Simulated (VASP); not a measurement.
Ta, 1 atom in the cell. The structure is hexagonal, space group P6/mmm (No. 191). Conventional cell: a = 2.565 Å, b = 2.565 Å, c = 2.430 Å, α = 90.00°, β = 90.00°, γ = 120.00°. Within 3.2 Å of Ta (site symmetry 6/mmm) lie 8 Ta at 2.43 to 2.56 Å. 

- Program: VASP 6.6.1
- Task: single point
- Functional: PBE
- Potentials or basis: VASP PAW PBE potentials, release 64 (Ta_pv)
- Cutoff: 520 eV
- k mesh: 17 × 17 × 16
- Occupations: fermi-dirac, width 0.05 eV
- Spin: no spin polarisation
- Dipole correction: no
- Further INCAR settings: ALGO = Normal; EDIFF = 1e-06; NBANDS = 12

Potentials or basis: VASP PAW PBE potentials, release 64 (Ta_pv).

Command:

```sh
$ cat potpaw_PBE.64/Ta_pv/POTCAR > POTCAR
$ mpirun -np 1 vasp_std > vasp.out
```

Hardware: 1 thread of AMD EPYC 7R43 64-Core Processor (Zen 3) (shared host).

Question: Estimate the wall time of this run.

Answer: Wall time 36 s on 1 thread of AMD EPYC 7R43 64-Core Processor (Zen 3), with other jobs on the host, peak memory 0.12 GiB. Counts: scf iterations 11, k points 297.
